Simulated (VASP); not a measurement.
# MgC2 (P4_2/mnm) in VASP: single point with LDA

Aim: the single point of MgC2 with LDA.

Everything below comes from runs of VASP 6.6.1. Logs are shortened: lines on timing, memory, paths and dates and some standing lists are left out, and cuts for length are marked.

### Step 1. The cell of the first run

Symmetry: P4_2/mnm, No. 136, tetragonal system. The conventional cell has a = 3.662 Å, b = 3.662 Å, c = 4.367 Å, α = 90.00°, β = 90.00°, γ = 90.00°. Within 2.7 Å of Mg (site symmetry mmm) lie 10 C at 1.98 to 2.66 Å. Within 1.6 Å of C (site symmetry m2m) lie 1 C at 1.22 Å.

### Step 2. Single point, LDA

The input, INCAR:

```
  PREC = Accurate
  ENCUT = 1300
  EDIFF = 1E-6
  ISMEAR = -1
  SIGMA = 0.05
  LREAL = False
  LASPH = True
  NELM = 120
  ALGO = Normal
  ISIF = 2
  LWAVE = False
  LCHARG = False
  NBANDS = 27
  GGA_COMPAT = False
```

The input, KPOINTS:

```
regular mesh
0
Gamma
  5 5 5
```

The input, POSCAR:

```
MgC2
1.0
    3.6621138177      0.0000000000      0.0000000000
    0.0000000000      3.6621138177      0.0000000000
    0.0000000000      0.0000000000      4.3671175330
Mg C
2 4
Direct
    0.0000000000      0.0000000000      0.5000000000
    0.5000000000      0.5000000000      0.0000000000
    0.3818367251      0.6181632749      0.5000000000
    0.1181632749      0.1181632749      0.0000000000
    0.6181632749      0.3818367251      0.5000000000
    0.8818367251      0.8818367251      0.0000000000
```

Potentials or basis: VASP PAW LDA potentials, release 64 (Mg_sv, C_h).

Run with:

```
$ cat potpaw_LDA.64/Mg_sv/POTCAR potpaw_LDA.64/C_h/POTCAR > POTCAR
$ mpirun -np 1 vasp_std > vasp.out
```

OUTCAR:

```text
PREC = Accurate
   ENCUT = 1300
   EDIFF = 1E-6
   ISMEAR = -1
   LREAL = False
   LASPH = True
   NELM = 120
   ISIF = 2

 ion  position               nearest neighbor table
   1  0.000  0.000  0.500-
   2  0.500  0.500  0.000-
   3  0.382  0.618  0.500-   5 1.22
   4  0.118  0.118  0.000-   6 1.22
   5  0.618  0.382  0.500-   3 1.22
   6  0.882  0.882  0.000-   4 1.22

  LATTYP: Found a simple tetragonal cell.
 ALAT       =     3.6621138177
 C/A-ratio  =     1.1925127810

  Lattice vectors:

 A1 = (   3.6621138177,   0.0000000000,   0.0000000000)
 A2 = (   0.0000000000,   3.6621138177,   0.0000000000)
 A3 = (   0.0000000000,   0.0000000000,   4.3671175330)

Analysis of symmetry for initial positions (statically):
=====================================================================
 Subroutine PRICEL returns:
 Original cell was already a primitive cell.

 Routine SETGRP: Setting up the symmetry group for a
 simple tetragonal supercell.

 Subroutine GETGRP returns: Found 16 space group operations
 (whereof  8 operations were pure point group operations)
 out of a pool of 16 trial point group operations.

The static configuration has the point symmetry D_2h.
 The point group associated with its full space group is D_4h.

Analysis of symmetry for dynamics (positions and initial velocities):
=====================================================================
 Subroutine PRICEL returns:
 Original cell was already a primitive cell.

 Routine SETGRP: Setting up the symmetry group for a
 simple tetragonal supercell.

 Subroutine GETGRP returns: Found 16 space group operations
 (whereof  8 operations were pure point group operations)
 out of a pool of 16 trial point group operations.

The dynamic configuration has the point symmetry D_2h.
 The point group associated with its full space group is D_4h.

 Subroutine INISYM returns: Found 16 space group operations
 (whereof  8 operations are pure point group operations),
 and found     1 'primitive' translations

----------------------------------------------------------------------------------------

                                     Primitive cell

  volume of cell :      58.5678

  direct lattice vectors                    reciprocal lattice vectors
     3.662113818  0.000000000  0.000000000     0.273066335  0.000000000  0.000000000
     0.000000000  3.662113818  0.000000000     0.000000000  0.273066335  0.000000000
     0.000000000  0.000000000  4.367117533     0.000000000  0.000000000  0.228983991

  length of vectors
     3.662113818  3.662113818  4.367117533     0.273066335  0.273066335  0.228983991

  position of ions in fractional coordinates (direct lattice)
     0.000000000  0.000000000  0.500000000
     0.500000000  0.500000000  0.000000000
     0.381836725  0.618163275  0.500000000
     0.118163275  0.118163275  0.000000000
     0.618163275  0.381836725  0.500000000
     0.881836725  0.881836725  0.000000000

  ion indices of the primitive-cell ions
   primitive index   ion index
                 1           1
                 2           2
                 3           3
                 4           4
                 5           5
                 6           6

----------------------------------------------------------------------------------------

 KPOINTS: regular mesh

Automatic generation of k-mesh.
 Grid dimensions read from file:
 generate k-points for:    5    5    5

 Generating k-lattice:

  Cartesian coordinates                     Fractional coordinates (reciprocal lattice)
     0.054613267  0.000000000  0.000000000     0.200000000  0.000000000  0.000000000
     0.000000000  0.054613267  0.000000000     0.000000000  0.200000000  0.000000000
     0.000000000  0.000000000  0.045796798     0.000000000  0.000000000  0.200000000

  Length of vectors
     0.054613267  0.054613267  0.045796798

  Shift w.r.t. Gamma in fractional coordinates (k-lattice)
     0.000000000  0.000000000  0.000000000

 Subroutine IBZKPT returns following result:
 ===========================================

 Found     18 irreducible k-points:

 Following reciprocal coordinates:
            Coordinates               Weight
  0.000000  0.000000  0.000000      1.000000
  0.200000  0.000000  0.000000      4.000000
  0.400000  0.000000  0.000000      4.000000
  0.200000  0.200000  0.000000      4.000000
  0.400000  0.200000  0.000000      8.000000
  0.400000  0.400000  0.000000      4.000000
[... 10 lines left out ...]
  0.400000  0.200000  0.400000     16.000000
  0.400000  0.400000  0.400000      8.000000
   k-points           NKPTS =     18   k-points in BZ     NKDIM =     18   number of bands    NBANDS=     27
   number of dos      NEDOS =    301   number of ions     NIONS =      6
   total plane-waves  NPLWV = 124416
   dimension x,y,z NGX =    48 NGY =   48 NGZ =   54
   dimension x,y,z NGXF=    96 NGYF=   96 NGZF=  108
   ions per type =               2   4
   NGX,Y,Z   is equivalent  to a cutoff of  21.79, 21.79, 20.56 a.u.
   NGXF,Y,Z  is equivalent  to a cutoff of  43.58, 43.58, 41.11 a.u.
 SYSTEM =  unknown system
   PREC   = accura    normal or accurate (medium, high low for compatibility)
   ISTART =      0    job   : 0-new  1-cont  2-samecut
   ICHARG =      2    charge: 1-file 2-atom 10-const
   ISPIN  =      1    spin polarized calculation?
   LNONCOLLINEAR =      F non collinear calculations
   LSORBIT =      F    spin-orbit coupling
   LASPH  =      T    aspherical Exc in radial PAW
   ENCUT  = 1300.0 eV  95.55 Ry    9.77 a.u.  10.77 10.77 12.84*2*pi/ulx,y,z
   NELM   =    120;   NELMIN=  2; NELMDL= -5     # of ELM steps
   EDIFF  = 0.1E-05   stopping-criterion for ELM
   LREAL  =      F    real-space projection
   EDIFFG = 0.1E-04   stopping-criterion for IOM
   NSW    =      0    number of steps for IOM
   IBRION =     -1    ionic relax: 0-MD 1-quasi-New 2-CG
   NFREE  =      0    steps in history (QN), initial steepest desc. (CG)
   ISIF   =      2    stress and relaxation
   ISYM   =      2    0-nonsym 1-usesym 2-fastsym
   POTIM  = 0.5000    time-step for ionic-motion
   TEBEG  =    0.0;   TEEND  =   0.0 temperature during run
   PSTRESS=    0.0 pullay stress
   NELECT =      36.0000    total number of electrons
   NUPDOWN=      -1.0000    fix difference up-down
   EMIN   =  10.00;   EMAX   =-10.00  energy-range for DOS
   EFERMI =   0.00;   METHOD = LEGACY
   ISMEAR =    -1;   SIGMA  =   0.05  broadening in eV -4-tet -1-fermi 0-gaus
   EFERMI_NEDOS =   21; number of points for ismear=-14 and -15
   IALGO  =     38    algorithm
   IMIX   =      4    mixing-type and parameters
     AMIX     =   0.40;   BMIX     =  1.00
     AMIX_MAG =   1.60;   BMIX_MAG =  1.00
  volume/ion in A,a.u.               =       9.76        65.87
  Fermi-wavevector in a.u.,A,eV,Ry     =   1.391947  2.630399 26.361525  1.937517
  Thomas-Fermi vector in A             =   2.515737
   LORBIT       =      0    0 simple, 1 ext, 2 COOP (PROOUT), +10 PAW based schemes
   GGA     = CA    functional components
   LHFCALC =     F    Hartree Fock is set to
   AEXX    =    0.0000 exact exchange contribution
   IVDW    =     0    specifies the selected vdW correction
   LEPSILON=     F    determine dielectric tensor
   LRPA    =     F    only Hartree local field effects (RPA)
 non-spin polarized calculation
  energy-cutoff  :     1300.00
  volume of cell :       58.57
 maximum number of plane-waves:      6250
 NGX is ok and might be reduce to    48
   NGX = 21   NGY = 21   NGZ = 25

 number of electron      36.0000007 magnetization

 Free energy of the ion-electron system (eV)
  ---------------------------------------------------
  ext. energy  EPLUGINS =         0.00000000
  ---------------------------------------------------
  free energy    TOTEN  =       -39.82590858 eV

  energy without entropy =      -39.82590841  energy(sigma->0) =      -39.82590850

 E-fermi :   3.9943     XC(G=0): -11.3710

 val. band max:        3.3094769285   @ k =   0.2000   0.2000   0.0000
 cond. band min:       4.5834302426   @ k =   0.0000   0.0000   0.0000
 fundamental gap:      1.2739533140
 Fermi energy:         3.9943494300

 k-point     1 :       0.0000    0.0000    0.0000
  band No.  band energies     occupation
      1     -68.5174      2.00000
      2     -68.5153      2.00000
      3     -36.0604      2.00000
      4     -36.0604      2.00000
      5     -36.0470      2.00000
      6     -36.0295      2.00000
[... 19 lines left out ...]
     26      15.6015      0.00000
     27      16.9964      0.00000

 k-point     2 :       0.2000    0.0000    0.0000
  band No.  band energies     occupation
      1     -68.5172      2.00000
      2     -68.5155      2.00000
      3     -36.0611      2.00000
      4     -36.0609      2.00000
      5     -36.0452      2.00000
      6     -36.0310      2.00000
[... 19 lines left out ...]
     26      15.1308      0.00000
     27      16.3488      0.00000

 k-point     3 :       0.4000    0.0000    0.0000
  band No.  band energies     occupation
      1     -68.5166      2.00000
      2     -68.5159      2.00000
      3     -36.0622      2.00000
      4     -36.0620      2.00000
      5     -36.0406      2.00000
      6     -36.0352      2.00000
[... 19 lines left out ...]
     26      15.0003      0.00000
     27      15.2579      0.00000

 k-point     4 :       0.2000    0.2000    0.0000
  band No.  band energies     occupation
      1     -68.5170      2.00000
      2     -68.5156      2.00000
      3     -36.0619      2.00000
      4     -36.0616      2.00000
      5     -36.0437      2.00000
      6     -36.0323      2.00000
[... 19 lines left out ...]
     26      15.6548      0.00000
     27      16.7470      0.00000
[... 336 lines left out ...]
      4     -36.0615      2.00000
      5     -36.0403      2.00000
      6     -36.0364      2.00000
[... 19 lines left out ...]
     26      16.3398      0.00000
     27      17.2207      0.00000

 k-point    17 :       0.4000    0.2000    0.4000
  band No.  band energies     occupation
      1     -68.5163      2.00000
      2     -68.5161      2.00000
      3     -36.0641      2.00000
      4     -36.0633      2.00000
      5     -36.0388      2.00000
      6     -36.0371      2.00000
[... 19 lines left out ...]
     26      15.9390      0.00000
     27      17.2687      0.00000

 k-point    18 :       0.4000    0.4000    0.4000
  band No.  band energies     occupation
      1     -68.5161      2.00000
      2     -68.5161      2.00000
      3     -36.0644      2.00000
      4     -36.0639      2.00000
      5     -36.0387      2.00000
      6     -36.0378      2.00000
[... 19 lines left out ...]
     26      16.1479      0.00000
     27      16.5796      0.00000

------------------------ aborting loop because EDIFF is reached ----------------------------------------

  FORCE on cell =-STRESS in cart. coord.  units (eV):
  Direction    XX          YY          ZZ          XY          YZ          ZX
  --------------------------------------------------------------------------------------
  -------------------------------------------------------------------------------------
  Total       11.1751449     11.1751449     11.1291923      0.0000000      0.0000000      0.0000000
  in kB      305.7068627    305.7068627    304.4497864      0.0000000      0.0000000      0.0000000
  external PRESSURE =     305.2878373 kB  Pullay stress =       0.0000000 kB

 VOLUME and BASIS-vectors are now :
 -----------------------------------------------------------------------------
  energy-cutoff  :     1300.00
  volume of cell :       58.57
      direct lattice vectors                 reciprocal lattice vectors
     3.662113818  0.000000000  0.000000000     0.273066335  0.000000000  0.000000000
     0.000000000  3.662113818  0.000000000     0.000000000  0.273066335  0.000000000
     0.000000000  0.000000000  4.367117533     0.000000000  0.000000000  0.228983991

 POSITION                                       TOTAL-FORCE (eV/Angst)
 -----------------------------------------------------------------------------------
      0.00000      0.00000      2.18356         0.000000      0.000000      0.000000
      1.83106      1.83106      0.00000         0.000000      0.000000      0.000000
      1.39833      2.26378      2.18356        -0.015305      0.015305     -0.000000
      0.43273      0.43273      0.00000         0.015305      0.015305     -0.000000
      2.26378      1.39833      2.18356         0.015305     -0.015305      0.000000
      3.22939      3.22939      0.00000        -0.015305     -0.015305      0.000000
 -----------------------------------------------------------------------------------
    total drift:                                0.000000     -0.000000      0.000000

  FREE ENERGIE OF THE ION-ELECTRON SYSTEM (eV)
  ---------------------------------------------------
  free  energy   TOTEN  =       -39.8259085843 eV

  energy  without entropy=      -39.8259084085  energy(sigma->0) =      -39.82590850
```

It took 55 s on 1 thread of AMD EPYC 9R45 (Zen 5), shared host; peak memory 0.28 GiB.

What came out:

- Free energy: -39.8259 eV
- Pressure: 30.5 GPa
- Largest force: 0.022 eV/Å
- Band gap on the k mesh: 1.27 eV (least direct gap 1.59 eV)

Forces in eV/Å, atoms in the order of the input:
```
Mg   0.000  0.000  0.000
Mg   0.000  0.000  0.000
C   -0.015  0.015  0.000
C    0.015  0.015  0.000
C    0.015 -0.015  0.000
C   -0.015 -0.015  0.000
```

Stress tensor (GPa, compression positive):
```
30.57  0.00  0.00
 0.00 30.57  0.00
 0.00  0.00 30.44
```

Levels at points of the mesh, in eV from the valence-band top:
| k point | band 16 | band 17 | band 18 | band 19 | band 20 | band 21 |
| --- | --- | --- | --- | --- | --- | --- |
| (0.00, 0.00, 0.00) | -0.62 | -0.32 | -0.32 | 1.27 | 5.19 | 5.19 |

Caveat: the cell stands under pressure. A k mesh can miss the band edges.
